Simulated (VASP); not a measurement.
RbBr:

```
CELL_PARAMETERS angstrom
4.02514 0.00000 0.00000
0.00000 4.12793 0.00000
0.00000 0.00000 4.12793
ATOMIC_POSITIONS crystal
Rb 0.00000 0.00000 0.00000
Br 0.50000 0.50000 0.50000
```

This cell differs from its parent crystal: uniaxial x strain -2.5%.

Base run:

| Quantity | Value |
| --- | --- |
| Program | VASP 6.6.1 |
| Functional | PBE |
| Potentials or basis | VASP PAW PBE potentials, release 64 (Rb_sv, Br) |
| Cutoff | 520 eV |
| k mesh | 6 × 6 × 6 |
| Occupations | fermi-dirac, width 0.02 eV |
| Spin | no spin polarisation |

Its results: band gap on the k mesh 4.08 eV (least direct gap 4.22 eV); pressure 1.3 GPa.

**Question.** The run is repeated on the same cell with these changes: functional from PBE to r2SCAN; occupations from fermi-dirac, width 0.02 eV to gaussian, width 0.01 eV. What comes out?

**Answer.** Band gap on the k mesh 4.84 eV (least direct gap 4.98 eV); pressure 0.5 GPa.

Caveats: the PAW data sets were made with another functional, which shifts forces and pressure a little (at least some runs).

A k mesh can miss the band edges.
